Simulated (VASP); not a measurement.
# BN (klda) (F-43m) in VASP: a series of runs, part 2 of 2

VASP 6.6.1. Earlier steps stand in the parts before.

### 3 Single point, LDA

This run uses another cell than the first one, of 5.73 Å³/atom, 0.962 times its volume.

File INCAR:

```
  PREC = Accurate
  ENCUT = 520
  EDIFF = 1E-6
  ISMEAR = 0
  SIGMA = 0.02
  LREAL = False
  LASPH = True
  NELM = 100
  ALGO = Normal
  ISIF = 2
  LWAVE = False
  LCHARG = False
  NBANDS = 11
```

File KPOINTS:

```
Automatic mesh
0
Gamma
  12 12 12
```

File POSCAR:

```
BN
1.0
    0.0000000000      1.7899407159      1.7899407159
    1.7899407159      0.0000000000      1.7899407159
    1.7899407159      1.7899407159      0.0000000000
B N
1 1
Direct
    0.0000000000      0.0000000000      0.0000000000
    0.2500000000      0.2500000000      0.2500000000
```

Potentials or basis: VASP PAW LDA potentials, release 64 (B, N).

On the command line:

```
$ cat potpaw_LDA.64/B/POTCAR potpaw_LDA.64/N/POTCAR > POTCAR
$ mpirun -np 1 vasp_std > vasp.out
```

OUTCAR:

```text
PREC = Accurate
   ENCUT = 520
   EDIFF = 1E-6
   ISMEAR = 0
   LREAL = False
   LASPH = True
   NELM = 100
   ISIF = 2

 ion  position               nearest neighbor table
   1  0.000  0.000  0.000-   2 1.55   2 1.55   2 1.55   2 1.55
   2  0.250  0.250  0.250-   1 1.55   1 1.55   1 1.55   1 1.55

  LATTYP: Found a face centered cubic cell.
 ALAT       =     3.5798814318

  Lattice vectors:

 A1 = (   0.0000000000,   1.7899407159,   1.7899407159)
 A2 = (   1.7899407159,   0.0000000000,   1.7899407159)
 A3 = (   1.7899407159,   1.7899407159,   0.0000000000)

Analysis of symmetry for initial positions (statically):
=====================================================================
 Subroutine PRICEL returns:
 Original cell was already a primitive cell.

 Routine SETGRP: Setting up the symmetry group for a
 face centered cubic supercell.

 Subroutine GETGRP returns: Found 24 space group operations
 (whereof 24 operations were pure point group operations)
 out of a pool of 48 trial point group operations.

The static configuration has the point symmetry T_d .

Analysis of symmetry for dynamics (positions and initial velocities):
=====================================================================
 Subroutine PRICEL returns:
 Original cell was already a primitive cell.

 Routine SETGRP: Setting up the symmetry group for a
 face centered cubic supercell.

 Subroutine GETGRP returns: Found 24 space group operations
 (whereof 24 operations were pure point group operations)
 out of a pool of 48 trial point group operations.

The dynamic configuration has the point symmetry T_d .

 Subroutine INISYM returns: Found 24 space group operations
 (whereof 24 operations are pure point group operations),
 and found     1 'primitive' translations

----------------------------------------------------------------------------------------

                                     Primitive cell

  volume of cell :      11.4695
[... 111 lines left out ...]
  Fermi-wavevector in a.u.,A,eV,Ry     =   1.451854  2.743606 28.679436  2.107879
  Thomas-Fermi vector in A             =   2.569303
   LORBIT       =      0    0 simple, 1 ext, 2 COOP (PROOUT), +10 PAW based schemes
   GGA     = CA    functional components
   LHFCALC =     F    Hartree Fock is set to
   AEXX    =    0.0000 exact exchange contribution
   IVDW    =     0    specifies the selected vdW correction
   LEPSILON=     F    determine dielectric tensor
   LRPA    =     F    only Hartree local field effects (RPA)
 non-spin polarized calculation
 Gauss-broadening in eV      SIGMA  =   0.02
  energy-cutoff  :      520.00
  volume of cell :       11.47
 maximum number of plane-waves:       331
   NGX =  9   NGY =  9   NGZ =  9

 number of electron       7.9999999 magnetization

 Free energy of the ion-electron system (eV)
  ---------------------------------------------------
  ext. energy  EPLUGINS =         0.00000000
  ---------------------------------------------------
  free energy    TOTEN  =       -19.41375837 eV

  energy without entropy =      -19.41375837  energy(sigma->0) =      -19.41375837

 E-fermi :   7.8644     XC(G=0): -13.2462

 val. band max:        7.7596594587   @ k =   0.0000   0.0000   0.0000
 cond. band min:      12.1373915303   @ k =   0.5000   0.5000   0.0000
 fundamental gap:      4.3777320716
 Fermi energy:         7.8644432332

 k-point     1 :       0.0000    0.0000    0.0000
  band No.  band energies     occupation
      1     -12.6454      2.00000
      2       7.7597      2.00000
      3       7.7597      2.00000
      4       7.7597      2.00000
      5      16.5810      0.00000
      6      16.5810      0.00000
      7      16.5810      0.00000
      8      18.6788      0.00000
      9      32.8060      0.00000
     10      35.9101      0.00000
     11      35.9101      0.00000
[... 309 lines left out ...]
 k-point    24 :      -0.4167    0.1667    0.0000
  band No.  band energies     occupation
      1      -7.8470      2.00000
      2      -2.5104      2.00000
      3       3.5455      2.00000
      4       5.1035      2.00000
      5      17.0913      0.00000
      6      20.0764      0.00000
      7      20.3101      0.00000
      8      23.6618      0.00000
      9      28.8642      0.00000
     10      33.3035      0.00000
     11      34.7457      0.00000

 [... further k-points ...]
[... 5 lines left out ...]
  --------------------------------------------------------------------------------------
  -------------------------------------------------------------------------------------
  Total        0.0891942      0.0891942      0.0891942      0.0000000      0.0000000      0.0000000
  in kB       12.4595209     12.4595209     12.4595209      0.0000000      0.0000000      0.0000000
  external PRESSURE =      12.4595209 kB  Pullay stress =       0.0000000 kB

 VOLUME and BASIS-vectors are now :
 -----------------------------------------------------------------------------
  energy-cutoff  :      520.00
  volume of cell :       11.47
      direct lattice vectors                 reciprocal lattice vectors
     0.000000000  1.789940716  1.789940716    -0.279338861  0.279338861  0.279338861
     1.789940716  0.000000000  1.789940716     0.279338861 -0.279338861  0.279338861
     1.789940716  1.789940716  0.000000000     0.279338861  0.279338861 -0.279338861

 POSITION                                       TOTAL-FORCE (eV/Angst)
 -----------------------------------------------------------------------------------
      0.00000      0.00000      0.00000         0.000000      0.000000      0.000000
      0.89497      0.89497      0.89497        -0.000000     -0.000000     -0.000000
 -----------------------------------------------------------------------------------
    total drift:                               -0.000000     -0.000000     -0.000000

  FREE ENERGIE OF THE ION-ELECTRON SYSTEM (eV)
  ---------------------------------------------------
  free  energy   TOTEN  =       -19.4137583667 eV

  energy  without entropy=      -19.4137583667  energy(sigma->0) =      -19.41375837
```

OSZICAR:

```text
N       E                     dE             d eps       ncg     rms          rms(c)
DAV:   1     0.672587550904E+01    0.67259E+01   -0.50083E+03  1632   0.720E+02
DAV:   2    -0.201440135552E+02   -0.26870E+02   -0.25904E+02  1856   0.148E+02
DAV:   3    -0.205987604586E+02   -0.45475E+00   -0.45336E+00  1878   0.160E+01
DAV:   4    -0.205992131757E+02   -0.45272E-03   -0.45271E-03  1668   0.624E-01
DAV:   5    -0.205992135250E+02   -0.34924E-06   -0.34922E-06  1857   0.172E-02    0.666E+00
DAV:   6    -0.195656161191E+02    0.10336E+01   -0.32231E+00  1587   0.103E+01    0.317E+00
DAV:   7    -0.194464055510E+02    0.11921E+00   -0.93639E-02  1812   0.247E+00    0.181E+00
DAV:   8    -0.194139270716E+02    0.32478E-01   -0.46106E-02  1752   0.147E+00    0.188E-01
DAV:   9    -0.194137739465E+02    0.15313E-03   -0.89962E-04  1731   0.264E-01    0.844E-02
DAV:  10    -0.194137579027E+02    0.16044E-04   -0.43894E-05  1776   0.616E-02    0.147E-02
DAV:  11    -0.194137583667E+02   -0.46400E-06   -0.10903E-06  1110   0.750E-03
   1 F= -.19413758E+02 E0= -.19413758E+02  d E =-.234945E-16
```

It took 4.9 s on 1 thread of Intel Xeon Platinum 8488C (Sapphire Rapids), shared host; peak memory 0.11 GiB.

What came out:

* Free energy: -19.4138 eV
* Pressure: 1.2 GPa
* Band gap on the k mesh: 4.38 eV, indirect (least direct gap 8.82 eV)

### 4 Relaxation of cell and atoms, LDA

This run uses another cell than the first one, of 5.73 Å³/atom, 0.962 times its volume.

File INCAR:

```
ALGO = Normal
EDIFF = 1E-6
EDIFFG = -0.002
ENCUT = 600
IBRION = 2
ISIF = 3
ISMEAR = 0
LASPH = T
LCHARG = F
LREAL = F
LWAVE = F
NELM = 60
NSW = 100
PREC = Accurate
SIGMA = 0.02
```

File KPOINTS:

```
k-points
0
Gamma
  12 12 12
```

POSCAR is that of step 3.

Potentials or basis: VASP PAW LDA potentials, release 64 (B, N).

On the command line:

```
$ cat potpaw_LDA.64/B/POTCAR potpaw_LDA.64/N/POTCAR > POTCAR
$ mpirun -np 1 vasp_std > vasp.out
```

OUTCAR:

```text
EDIFF = 1E-6
   EDIFFG = -0.002
   ENCUT = 600
   IBRION = 2
   ISIF = 3
   ISMEAR = 0
   LASPH = T
   LREAL = F
   NELM = 60
   NSW = 100
   PREC = Accurate

 ion  position               nearest neighbor table
   1  0.000  0.000  0.000-   2 1.55   2 1.55   2 1.55   2 1.55
   2  0.250  0.250  0.250-   1 1.55   1 1.55   1 1.55   1 1.55

  LATTYP: Found a face centered cubic cell.
 ALAT       =     3.5798814318

  Lattice vectors:

 A1 = (   0.0000000000,   1.7899407159,   1.7899407159)
 A2 = (   1.7899407159,   0.0000000000,   1.7899407159)
 A3 = (   1.7899407159,   1.7899407159,   0.0000000000)

Analysis of symmetry for initial positions (statically):
=====================================================================
 Subroutine PRICEL returns:
 Original cell was already a primitive cell.

 Routine SETGRP: Setting up the symmetry group for a
 face centered cubic supercell.

 Subroutine GETGRP returns: Found 24 space group operations
 (whereof 24 operations were pure point group operations)
 out of a pool of 48 trial point group operations.

The static configuration has the point symmetry T_d .

Analysis of symmetry for dynamics (positions and initial velocities):
=====================================================================
 Subroutine PRICEL returns:
 Original cell was already a primitive cell.

 Routine SETGRP: Setting up the symmetry group for a
 face centered cubic supercell.

 Subroutine GETGRP returns: Found 24 space group operations
 (whereof 24 operations were pure point group operations)
 out of a pool of 48 trial point group operations.

The dynamic configuration has the point symmetry T_d .

 Subroutine INISYM returns: Found 24 space group operations
 (whereof 24 operations are pure point group operations),
 and found     1 'primitive' translations

----------------------------------------------------------------------------------------

                                     Primitive cell

  volume of cell :      11.4695

  direct lattice vectors                    reciprocal lattice vectors
     0.000000000  1.789940716  1.789940716    -0.279338861  0.279338861  0.279338861
     1.789940716  0.000000000  1.789940716     0.279338861 -0.279338861  0.279338861
     1.789940716  1.789940716  0.000000000     0.279338861  0.279338861 -0.279338861

  length of vectors
     2.531358436  2.531358436  2.531358436     0.483829099  0.483829099  0.483829099

  position of ions in fractional coordinates (direct lattice)
     0.000000000  0.000000000  0.000000000
     0.250000000  0.250000000  0.250000000

  ion indices of the primitive-cell ions
   primitive index   ion index
                 1           1
                 2           2

----------------------------------------------------------------------------------------

 KPOINTS: k-points

Automatic generation of k-mesh.
 Grid dimensions read from file:
 generate k-points for:   12   12   12

 Generating k-lattice:

  Cartesian coordinates                     Fractional coordinates (reciprocal lattice)
[... 39 lines left out ...]
  0.500000  0.166667  0.000000     24.000000
 -0.416667  0.166667  0.000000     24.000000
 [... further k-points ...]
   k-points           NKPTS =     72   k-points in BZ     NKDIM =     72   number of bands    NBANDS=      8
   number of dos      NEDOS =    301   number of ions     NIONS =      2
   total plane-waves  NPLWV =   8000
   dimension x,y,z NGX =    20 NGY =   20 NGZ =   20
   dimension x,y,z NGXF=    40 NGYF=   40 NGZF=   40
   ions per type =               1   1
   NGX,Y,Z   is equivalent  to a cutoff of  13.13, 13.13, 13.13 a.u.
   NGXF,Y,Z  is equivalent  to a cutoff of  26.27, 26.27, 26.27 a.u.
 SYSTEM =  unknown system
   PREC   = accura    normal or accurate (medium, high low for compatibility)
   ISTART =      0    job   : 0-new  1-cont  2-samecut
   ICHARG =      2    charge: 1-file 2-atom 10-const
   ISPIN  =      1    spin polarized calculation?
   LNONCOLLINEAR =      F non collinear calculations
   LSORBIT =      F    spin-orbit coupling
   LASPH  =      T    aspherical Exc in radial PAW
   ENCUT  =  600.0 eV  44.10 Ry    6.64 a.u.   5.06  5.06  5.06*2*pi/ulx,y,z
   NELM   =     60;   NELMIN=  2; NELMDL= -5     # of ELM steps
   EDIFF  = 0.1E-05   stopping-criterion for ELM
   LREAL  =      F    real-space projection
   EDIFFG = -.2E-02   stopping-criterion for IOM
   NSW    =    100    number of steps for IOM
   IBRION =      2    ionic relax: 0-MD 1-quasi-New 2-CG
   NFREE  =      1    steps in history (QN), initial steepest desc. (CG)
   ISIF   =      3    stress and relaxation
   ISYM   =      2    0-nonsym 1-usesym 2-fastsym
   POTIM  = 0.5000    time-step for ionic-motion
   TEBEG  =    0.0;   TEEND  =   0.0 temperature during run
   PSTRESS=    0.0 pullay stress
   NELECT =       8.0000    total number of electrons
   NUPDOWN=      -1.0000    fix difference up-down
   EMIN   =  10.00;   EMAX   =-10.00  energy-range for DOS
   EFERMI =   0.00;   METHOD = LEGACY
   ISMEAR =     0;   SIGMA  =   0.02  broadening in eV -4-tet -1-fermi 0-gaus
   EFERMI_NEDOS =   21; number of points for ismear=-14 and -15
   IALGO  =     38    algorithm
   IMIX   =      4    mixing-type and parameters
     AMIX     =   0.40;   BMIX     =  1.00
     AMIX_MAG =   1.60;   BMIX_MAG =  1.00
  volume/ion in A,a.u.               =       5.73        38.70
  Fermi-wavevector in a.u.,A,eV,Ry     =   1.451854  2.743606 28.679436  2.107879
  Thomas-Fermi vector in A             =   2.569303
   LORBIT       =      0    0 simple, 1 ext, 2 COOP (PROOUT), +10 PAW based schemes
   GGA     = CA    functional components
   LHFCALC =     F    Hartree Fock is set to
   AEXX    =    0.0000 exact exchange contribution
   IVDW    =     0    specifies the selected vdW correction
   LEPSILON=     F    determine dielectric tensor
   LRPA    =     F    only Hartree local field effects (RPA)
 conjugate gradient relaxation of ions
 non-spin polarized calculation
 Gauss-broadening in eV      SIGMA  =   0.02
  energy-cutoff  :      600.00
  volume of cell :       11.47
 maximum number of plane-waves:       392
   NGX = 11   NGY = 11   NGZ = 11

--------------------------------------- Ionic step        1  -------------------------------------------

 number of electron       7.9999999 magnetization

 Free energy of the ion-electron system (eV)
  ---------------------------------------------------
  ext. energy  EPLUGINS =         0.00000000
  ---------------------------------------------------
  free energy    TOTEN  =       -19.41623731 eV

  energy without entropy =      -19.41623731  energy(sigma->0) =      -19.41623731

------------------------ aborting loop because EDIFF is reached ----------------------------------------

  FORCE on cell =-STRESS in cart. coord.  units (eV):
  Direction    XX          YY          ZZ          XY          YZ          ZX
  --------------------------------------------------------------------------------------
  -------------------------------------------------------------------------------------
  Total        0.0709642      0.0709642      0.0709642      0.0000000     -0.0000000      0.0000000
  in kB        9.9129765      9.9129765      9.9129765      0.0000000     -0.0000000      0.0000000
  external PRESSURE =       9.9129765 kB  Pullay stress =       0.0000000 kB
[... 59 lines left out ...]
--------------------------------------- Ionic step        3  -------------------------------------------

 number of electron       7.9999999 magnetization

 Free energy of the ion-electron system (eV)
  ---------------------------------------------------
  ext. energy  EPLUGINS =         0.00000000
  ---------------------------------------------------
  free energy    TOTEN  =       -19.41631868 eV

  energy without entropy =      -19.41631868  energy(sigma->0) =      -19.41631868

 E-fermi :   7.8749     XC(G=0): -13.2347

 val. band max:        7.7287960377   @ k =   0.0000   0.0000   0.0000
 cond. band min:      12.1039710227   @ k =   0.5000   0.5000   0.0000
 fundamental gap:      4.3751749850
 Fermi energy:         7.8749285962

 k-point     1 :       0.0000    0.0000    0.0000
  band No.  band energies     occupation
      1     -12.6485      2.00000
      2       7.7288      2.00000
      3       7.7288      2.00000
      4       7.7288      2.00000
      5      16.5391      0.00000
      6      16.5391      0.00000
      7      16.5391      0.00000
      8      18.6096      0.00000
[... 243 lines left out ...]
 k-point    24 :      -0.4167    0.1667    0.0000
  band No.  band energies     occupation
      1      -7.8629      2.00000
      2      -2.5205      2.00000
      3       3.5228      2.00000
      4       5.0789      2.00000
      5      17.0491      0.00000
      6      20.0276      0.00000
      7      20.2489      0.00000
      8      23.5993      0.00000

 [... further k-points ...]
[... 5 lines left out ...]
  --------------------------------------------------------------------------------------
  -------------------------------------------------------------------------------------
  Total        0.0004913      0.0004913      0.0004913      0.0000000      0.0000000      0.0000000
  in kB        0.0684626      0.0684626      0.0684626      0.0000000      0.0000000      0.0000000
  external PRESSURE =       0.0684626 kB  Pullay stress =       0.0000000 kB
[... 17 lines left out ...]
  FREE ENERGIE OF THE ION-ELECTRON SYSTEM (eV)
  ---------------------------------------------------
  free  energy   TOTEN  =       -19.4163186844 eV

  energy  without entropy=      -19.4163186844  energy(sigma->0) =      -19.41631868

 reached required accuracy - stopping structural energy minimisation
```

Run time: 7.1 s. Hardware: 1 thread of Intel Xeon Platinum 8488C (Sapphire Rapids), shared host; peak memory 0.11 GiB.

What came out:

| Property | Result |
| --- | --- |
| Free energy | -19.4163 eV |
| Relaxed volume | 5.75 Å³/atom |
| Relaxed cell | a = 2.533 Å, b = 2.533 Å, c = 2.533 Å, α = 60.00°, β = 60.00°, γ = 60.00° |
| Space group after relaxing (to 0.05 Å) | F-43m (No. 216) |
| Energy gained by relaxing | 0.0 meV/atom |
| Ionic steps | 3 |
| Pressure after relaxing | 0.0 GPa |
| Band gap on the k mesh | 4.38 eV, indirect (least direct gap 8.81 eV) |

Final structure:
```cif
data_structure
_symmetry_space_group_name_H-M 'P 1'
_symmetry_Int_Tables_number 1
_cell_length_a 2.5334
_cell_length_b 2.5334
_cell_length_c 2.5334
_cell_angle_alpha 60.000
_cell_angle_beta 60.000
_cell_angle_gamma 60.000
_cell_volume 11.50
loop_
_atom_site_label
_atom_site_type_symbol
_atom_site_fract_x
_atom_site_fract_y
_atom_site_fract_z
_atom_site_occupancy
B1 B 0.00000 0.00000 0.00000 1
N1 N 0.25000 0.25000 0.25000 1
```

### 5 The runs side by side

| task | cell | k mesh | cutoff (eV) | smearing | gap on the mesh (eV) | pressure (GPa) |
| --- | --- | --- | --- | --- | --- | --- |
| single point | a = 2.564 Å, angles 60.0°, 2 atoms | 8 × 8 × 8 | 520 | gaussian 0.1 eV | 4.33 | -13.3 |
| single point | a = 2.531 Å, angles 60.0°, 2 atoms | 12 × 12 × 12 | 520 | gaussian 0.02 eV | 4.38 | 1.2 |
| relaxation of cell and atoms | relaxed from a = 2.531 Å, angles 60.0°, 2 atoms | 12 × 12 × 12 | 600 | gaussian 0.02 eV | 4.38 | 0.0 |

Alike in all rows: level LDA; potentials or basis VASP PAW LDA potentials, release 64 (B, N); no spin polarisation.

Absolute energies hang on the potentials; compare differences alone.
